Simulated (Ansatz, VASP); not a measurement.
One calculation of Ag, two programs

```xyz
1
Lattice="-1.7023 1.7023 1.5661 1.7023 -1.7023 1.5661 1.7023 1.7023 -1.5661" Properties=species:S:1:pos:R:3 pbc="T T T"
Ag    0.0000    0.0000    0.0000
```

Alike in both runs: task single point; functional LDA; k mesh 22 × 22 × 22; occupations gaussian, width 0.15 eV; no spin polarisation.

|  | VASP | Ansatz |
| --- | --- | --- |
| version | VASP 6.6.1 | Ansatz 0.2.0 |
| potentials or method | VASP PAW LDA potentials, release 64 (Ag), cutoff 520 eV | scalar-relativistic, plane waves, PAW |
| valence electrons in the cell | 11 | 19 |

VASP gave:

- gap on the k mesh at the Fermi level (eV): none
- pressure (GPa): -11.2
- traceless stress, the component that is largest in VASP (GPa): -0.37

Q: Which values does Ansatz return?

A: gap on the k mesh at the Fermi level (eV): none; pressure (GPa): -11.5; traceless stress, the component that is largest in VASP (GPa): -0.38.

LDA's correlation is that of Perdew and Zunger in VASP and of Perdew and Wang (1992) in Ansatz. A gap of «none» marks a metal or a gap that the smearing closes. VASP's potentials hold 11 valence electrons a cell and Ansatz's 19, so a difference there can come from the potentials and not from the codes.
